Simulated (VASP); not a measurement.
Write the native input for VASP 6.6.1 that does the following.

* Task: single point
* Functional: PBE
* Potentials or basis: VASP PAW PBE potentials, release 64 (Hf_pv, Nb_sv, O)
* Cutoff: 520 eV
* k mesh: 6 × 6 × 4
* Occupations: gaussian, width 0.1 eV
* Spin: no spin polarisation
* Dipole correction: no
* Further INCAR settings: ALGO = Normal; EDIFF = 1e-07; NBANDS = 36

The structure of Hf3NbO2 lies in POSCAR:

```
Hf3NbO2
1.0
    4.2430341400      0.0000000000      0.0000000000
   -2.1215170700      3.6745753500      0.0000000000
    0.0000000000      0.0000000000      5.3133492700
Hf Nb O
3 1 2
Direct
    0.3333333300      0.6666666700      0.7237790200
    0.6666666700      0.3333333300      0.2762209800
    0.0000000000      0.0000000000      0.0000000000
    0.0000000000      0.0000000000      0.5000000000
    0.3333333300      0.6666666700      0.2191410100
    0.6666666700      0.3333333300      0.7808589900
```

The cell was built from a structure type or drawn by symmetry, and may not be a known phase.

The input as run:

INCAR

```
SYSTEM = Hf3NbO2
  PREC = Accurate
  ENCUT = 520
  EDIFF = 1E-7
  ISMEAR = 0
  SIGMA = 0.1
  LREAL = .FALSE.
  LASPH = .TRUE.
  NELM = 100
  ALGO = Normal
  ISIF = 2
  LWAVE = .FALSE.
  LCHARG = .TRUE.
  GGA = PE
  LELF = .TRUE.
  LVHAR = .TRUE.
  NBANDS = 36
```

KPOINTS

```
Automatic mesh
0
G
  6 6 4
  0 0 0
```

Potentials or basis: VASP PAW PBE potentials, release 64 (Hf_pv, Nb_sv, O).

The run is started by

```console
$ cat potpaw_PBE.64/Hf_pv/POTCAR potpaw_PBE.64/Nb_sv/POTCAR potpaw_PBE.64/O/POTCAR > POTCAR
$ mpirun -np 1 vasp_std > vasp.out
```

It gave:

* Pressure: 22.1 GPa
* Largest force: 1.612 eV/Å
* Band gap on the k mesh: zero (an odd number of electrons rules out a gap without spin polarisation)

Caveat: the cell stands under pressure; spin-orbit coupling is left out, which moves the levels of the heavy elements; an odd number of electrons without spin polarisation forces a metal; a magnetic or distorted state may lie lower.

It took 54 s on 1 thread of Intel(R) Xeon(R) 6975P-C (Granite Rapids), on a shared host, peak memory 0.22 GiB.
